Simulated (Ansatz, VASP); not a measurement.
## Si: VASP beside Ansatz

File POSCAR:

```
Si
1.0
    2.4895156742      0.0000000000      0.0000000000
   -1.2447578371      2.1559838169      0.0000000000
    0.0000000000      0.0000000000      2.5280132497
Si
1
Direct
    0.0000000000      0.0000000000      0.0000000000
```

File INCAR.step1:

```
SYSTEM = Si
ALGO     = Normal         ! electronic algorithm
EDIFF    = 1E-4           ! SCF threshold, eV
ENCUT    = 520            ! plane-wave cutoff, eV
GGA      = PE             ! functional
ISMEAR   = 0              ! smearing method
LASPH    = .True.         ! aspherical terms in the spheres
LCHARG   = .False.        ! write CHGCAR
LREAL    = .False.        ! projectors in reciprocal space
LWAVE    = .True.         ! write WAVECAR
NBANDS   = 8              ! bands
NELM     = 80             ! most SCF steps
PREC     = Accurate       ! precision mode
SIGMA    = 0.15           ! smearing width, eV
```

The input INCAR.step2:

```
SYSTEM = Si
ALGO     = Normal         ! electronic algorithm
EDIFF    = 1E-6           ! SCF threshold, eV
ENCUT    = 520            ! plane-wave cutoff, eV
ISIF     = 2              ! what is computed and relaxed
ISMEAR   = 0              ! smearing method
ISTART   = 1            
LASPH    = .True.         ! aspherical terms in the spheres
LCHARG   = .False.        ! write CHGCAR
LMIXTAU  = .True.       
LREAL    = .False.        ! projectors in reciprocal space
LWAVE    = .False.        ! write WAVECAR
METAGGA  = R2SCAN         ! meta-GGA
NBANDS   = 8              ! bands
NELM     = 80             ! most SCF steps
PREC     = Accurate       ! precision mode
SIGMA    = 0.15           ! smearing width, eV
```

KPOINTS

```
k-points
0
Gamma
  21 21 20
  0 0 0
```

Input for Ansatz:

```yaml
crystal:
  lattice:
    - [2.4895156742, 0.0, 0.0]
    - [-1.2447578371, 2.1559838169, 0.0]
    - [0.0, 0.0, 2.5280132497]
  atoms:
    - { symbol: Si, position: [0.0, 0.0, 0.0] }
basis:
  ecutwfc: 500
kpoints:
  mp_grid: { grid: [21, 21, 20] }
hamiltonian:
  xc: r2scan
scf:
  occupations: { method: gaussian, width: 0.15 }
output:
  forces: true
  stress: true
  eigenvalues: true
```

Change from the starting cell: strain -0.050 along x and y, +0.025 along z, atoms carried along.

Alike in both runs: task single point; functional r2SCAN; k mesh 21 × 21 × 20; occupations gaussian, width 0.15 eV; no spin polarisation.

|  | VASP | Ansatz |
| --- | --- | --- |
| version | VASP 6.6.1 | Ansatz 0.2.0 |
| potentials or method | VASP PAW PBE potentials, release 64 (Si), cutoff 520 eV | scalar-relativistic, plane waves, PAW |
| valence electrons in the cell | 4 | 4 |

```tsv
	VASP	Ansatz	Ansatz less VASP
gap on the k mesh at the Fermi level (eV)	none	none	-
pressure (GPa)	13.3	13.4	+0.15
traceless stress, the component that is largest in VASP (GPa)	-14.15	-14.13	+0.020
```

VASP's potentials were made for PBE, not for r2SCAN. A gap of «none» marks a metal or a gap that the smearing closes.
